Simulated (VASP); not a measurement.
Input of a VASP 6.6.1 run:

Contents of POSCAR:

```
InSe
1.0
    5.8649793859     -2.0682562983      0.0000000000
    5.8649793859      2.0682562983      0.0000000000
   -1.7346454858      0.0000000000      4.8029471088
In Se
2 2
Direct
    0.8882032500      0.8882032500      0.0468413600
    0.1117967500      0.1117967500      0.9531586400
    0.6609275900      0.6609275900      0.6689556200
    0.3390724100      0.3390724100      0.3310443800
```

INCAR.step1

```
SYSTEM = InSe
PREC     = Accurate       ! precision mode
ENCUT    = 520            ! plane-wave cutoff, eV
ISMEAR   = -1             ! smearing method
SIGMA    = 0.05           ! smearing width, eV
LREAL    = .False.        ! projectors in reciprocal space
LASPH    = .True.         ! aspherical terms in the spheres
NELM     = 100            ! most SCF steps
NBANDS   = 27             ! bands
GGA      = PE             ! functional
ALGO     = Normal         ! electronic algorithm
EDIFF    = 1E-4           ! SCF threshold, eV
LWAVE    = .True.         ! write WAVECAR
LCHARG   = .False.        ! write CHGCAR
```

File INCAR.step2:

```
SYSTEM = InSe
PREC     = Accurate       ! precision mode
ENCUT    = 520            ! plane-wave cutoff, eV
EDIFF    = 1E-6           ! SCF threshold, eV
ISMEAR   = -1             ! smearing method
SIGMA    = 0.05           ! smearing width, eV
LREAL    = .False.        ! projectors in reciprocal space
LASPH    = .True.         ! aspherical terms in the spheres
NELM     = 100            ! most SCF steps
ALGO     = Normal         ! electronic algorithm
ISIF     = 2              ! what is computed and relaxed
LWAVE    = .False.        ! write WAVECAR
LCHARG   = .False.        ! write CHGCAR
METAGGA  = R2SCAN         ! meta-GGA
LMIXTAU  = .True.       
NBANDS   = 27             ! bands
ISTART   = 1
```

The input KPOINTS:

```
Automatic mesh
0
Gamma
  7 7 6
  0 0 0
```

Potentials or basis: VASP PAW PBE potentials, release 64 (In_d, Se).

The run is started by

```console
$ cat potpaw_PBE.64/In_d/POTCAR potpaw_PBE.64/Se/POTCAR > POTCAR
$ cp INCAR.step1 INCAR
$ mpirun -np 1 vasp_std > vasp.out
$ cp INCAR.step2 INCAR
$ mpirun -np 1 vasp_std > vasp.out
```

**Question.** Estimate the pressure.

**Answer.** -1.1 GPa.

**Question.** Predict the largest force.

**Answer.** 0.141 eV/Å.

**Question.** What does it give for the band gap on the k mesh?

**Answer.** 1.46 eV, indirect (least direct gap 1.55 eV).

Stress tensor (GPa, compression positive):
```
-1.30  0.00 -0.02
 0.00 -1.18  0.00
-0.02  0.00 -0.90
```

Caveat: the PAW data sets were made with another functional, which shifts forces and pressure a little; spin-orbit coupling is left out, which moves the levels of the heavy elements. A k mesh can miss the band edges.
